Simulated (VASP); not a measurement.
## KMgI3: single point with PBE

The system is KMgI3.

```
CELL_PARAMETERS angstrom
5.91029 0.00000 0.00000
0.00000 5.91029 0.00000
0.00000 0.00000 5.91029
ATOMIC_POSITIONS crystal
K 0.00000 0.00000 0.00000
Mg 0.50000 0.50000 0.50000
I 0.50000 0.50000 0.00000
I 0.50000 0.00000 0.50000
I 0.00000 0.50000 0.50000
```

This cell differs from its parent crystal: volume changed by +3%.

```
Program                : VASP 6.6.1
Task                   : single point
Functional             : PBE
Potentials or basis    : VASP PAW PBE potentials, release 64 (K_sv, Mg, I)
Cutoff                 : 520 eV
k mesh                 : 4 × 4 × 4
Occupations            : gaussian, width 0.01 eV
Spin                   : no spin polarisation
Dipole correction      : no
Further INCAR settings : ALGO = Normal; EDIFF = 1e-06; NBANDS = 24
```

| Item | Value |
| --- | --- |
| Pressure | -0.5 GPa |
| Band gap on the k mesh | 1.12 eV, indirect (least direct gap 1.59 eV) |

Levels at points of the mesh, in eV from the valence-band top:
```tsv
k point	band 14	band 15	band 16	band 17	band 18	band 19
(0.00, 0.00, 0.00)	-0.47	-0.47	-0.47	1.12	3.34	5.12
(0.50, 0.00, 0.00)	-0.98	-0.60	-0.60	3.25	4.80	5.07
(0.50, 0.50, 0.00)	-1.19	-0.96	-0.02	4.82	5.06	5.06
(0.50, 0.50, 0.50)	0.00	0.00	0.00	3.83	4.34	4.34
```

Wall time 30 s on 1 thread of Intel(R) Xeon(R) 6975P-C (Granite Rapids), with other jobs on the host, peak memory 0.34 GiB.

Caveat: spin-orbit coupling is left out, which moves the levels of the heavy elements. A k mesh can miss the band edges.
